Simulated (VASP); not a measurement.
# Rb2O3: single point with LDA

The system is Rb2O3.

```xyz
20
Lattice="-4.4384 4.4384 4.4384 4.4384 -4.4384 4.4384 4.4384 4.4384 -4.4384" Properties=species:S:1:pos:R:3 pbc="T T T"
Rb    3.9641    3.9641    3.9641
Rb    1.7450   -1.7450    2.6934
Rb    0.4742    4.9126   -0.4742
Rb    2.6934    1.7450   -1.7450
Rb   -0.4742    0.4742    4.9126
Rb    1.7450    1.7450    1.7450
Rb    4.9126   -0.4742    0.4742
Rb   -1.7450    2.6934    1.7450
O     4.0108    4.4384   -2.2192
O    -2.2192    2.6467    4.4384
O     0.4275    4.4384    2.2192
O     2.2192    1.7916    4.4384
O    -2.2192    4.0108    4.4384
O     4.4384   -2.2192    2.6467
O     2.2192    0.4275    4.4384
O     4.4384    2.2192    1.7916
O     1.7916    4.4384    2.2192
O     4.4384   -2.2192    4.0108
O     2.6467    4.4384   -2.2192
O     4.4384    2.2192    0.4275
```

| Property | Result |
| --- | --- |
| Program | VASP 6.6.1 |
| Task | single point |
| Functional | LDA |
| Potentials or basis | VASP PAW LDA potentials, release 64 (Rb_sv, O) |
| Cutoff | 520 eV |
| k mesh | 6 × 6 × 6 |
| Occupations | gaussian, width 0.1 eV |
| Spin | no spin polarisation |

The pressure is 0.7 GPa. The largest force is 0.507 eV/Å and the band gap on the k mesh is zero (bands 72 and 73 overlap by 0.10 eV).

Forces on the atoms (eV/Å):
```
Rb  -0.007 -0.007 -0.007
Rb  -0.007  0.007  0.007
Rb   0.007  0.007 -0.007
Rb   0.007 -0.007  0.007
Rb  -0.007  0.007  0.007
Rb  -0.007 -0.007 -0.007
Rb   0.007 -0.007  0.007
Rb   0.007  0.007 -0.007
O    0.507  0.000  0.000
O    0.000 -0.507  0.000
O   -0.507  0.000  0.000
O    0.000  0.507  0.000
O    0.000  0.507  0.000
O    0.000  0.000 -0.507
O    0.000 -0.507  0.000
O    0.000  0.000  0.507
O    0.507  0.000  0.000
O    0.000  0.000  0.507
O   -0.507  0.000  0.000
O    0.000  0.000 -0.507
```

Levels at points of the mesh, in eV from the Fermi level:
```
           k point  band 68  band 69  band 70  band 71  band 72  band 73  band 74  band 75  band 76  band 77
(0.00, 0.00, 0.00)    -0.06    -0.02    -0.02    -0.02    -0.01    -0.01    -0.01     3.61     4.91     4.91
(0.50, 0.00, 0.00)    -0.19    -0.14    -0.14    -0.03    -0.03     0.03     0.03     4.38     4.38     5.01
(0.50, 0.50, 0.50)    -0.12    -0.12    -0.12    -0.09    -0.09    -0.09    -0.09     4.69     4.69     4.69
```

Wall time 12 min on 1 thread of Intel(R) Xeon(R) 6975P-C (Granite Rapids), with other jobs on the host, peak memory 0.53 GiB.
